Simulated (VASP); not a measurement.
Ag: single point with PBEsol

Crystal: Ag.

```
Ag
1.0
    -1.61256    1.61256    1.53193
     1.61256   -1.61256    1.53193
     1.61256    1.61256   -1.53193
Ag
1
Direct
  0.00000 0.00000 0.00000
```

This cell differs from its parent crystal: strain +0.000 along x and y, -0.050 along z.

| Property | Result |
| --- | --- |
| Program | VASP 6.6.1 |
| Task | single point |
| Functional | PBEsol |
| Potentials or basis | VASP PAW PBE potentials, release 64 (Ag) |
| Cutoff | 520 eV |
| k mesh | 26 × 26 × 26 |
| Occupations | gaussian, width 0.15 eV |
| Spin | no spin polarisation |

| Quantity | Value |
| --- | --- |
| Pressure | 6.7 GPa |

Stress tensor (GPa, compression positive):
```
6.83 0.00 0.00
0.00 6.83 0.00
0.00 0.00 6.46
```

Levels at points of the mesh, in eV from the Fermi level:
| k point | band 3 | band 4 | band 5 | band 6 | band 7 | band 8 | band 9 | band 10 |
| --- | --- | --- | --- | --- | --- | --- | --- | --- |
| (0.00, 0.00, 0.00) | -5.07 | -5.07 | -3.84 | -3.52 | 17.83 | 17.83 | 18.84 | 25.06 |
| (0.50, 0.00, 0.00) | -3.71 | -3.38 | -2.51 | -0.19 | 4.75 | 13.28 | 14.66 | 20.63 |
| (0.50, 0.50, 0.00) | -3.95 | -3.61 | -2.55 | -0.52 | 4.21 | 14.09 | 15.94 | 21.52 |
| (0.50, 0.50, 0.50) | -2.82 | -2.82 | -2.74 | 6.53 | 6.53 | 8.12 | 13.33 | 13.68 |

Run time: 86 s on 1 thread of AMD EPYC 9R45 96-Core Processor (Zen 5), with other jobs on the host, peak memory 0.3 GiB.

Caveat: the cell differs from its parent crystal (strain +0.000 along x and y, -0.050 along z); the PAW data sets were made with another functional, which shifts forces and pressure a little.
